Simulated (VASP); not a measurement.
Runs of VASP 6.6.1 on CaC2. The structure is that of space group I4/mmm (No. 139), or close to it. The cells are those of the table. 

| cell | gap on the mesh (eV) | pressure (GPa) | largest force (eV/Å) |
| --- | --- | --- | --- |
| a = 4.326 Å, angles 128.5, 128.5, 75.8°, 3 atoms | 0.51 | -12.9 | 5.59 |
| a = 4.053 Å, angles 124.8, 124.8, 81.9°, 3 atoms | (b) | 6.5 | 2.52 |
| a = 3.878 Å, angles 122.0, 122.0, 86.5°, 3 atoms | 0.99 | 34.3 | 13.01 |
| a = 4.173 Å, angles 126.5, 126.5, 79.1°, 3 atoms | (a) | -4.6 | 1.95 |
| a = 3.936 Å, angles 123.0, 123.0, 84.9°, 3 atoms | 1.00 | 23.2 | 8.90 |

Alike in all rows: task single point; level LDA; potentials or basis VASP PAW LDA potentials, release 64 (Ca_sv, C); no spin polarisation; k mesh 10 × 10 × 10; cutoff (eV) 600; smearing gaussian 0.05 eV.

Problem. Fill in the values left out.

Solution. (a) 0.76; (b) 0.94.

Caveats: forces of over 1 eV/Å act on the atoms, so gaps and moduli don't describe the material at rest; the cell stands under pressure (at least some runs); the cell stands under tension (at least some runs).

A k mesh can miss the band edges.
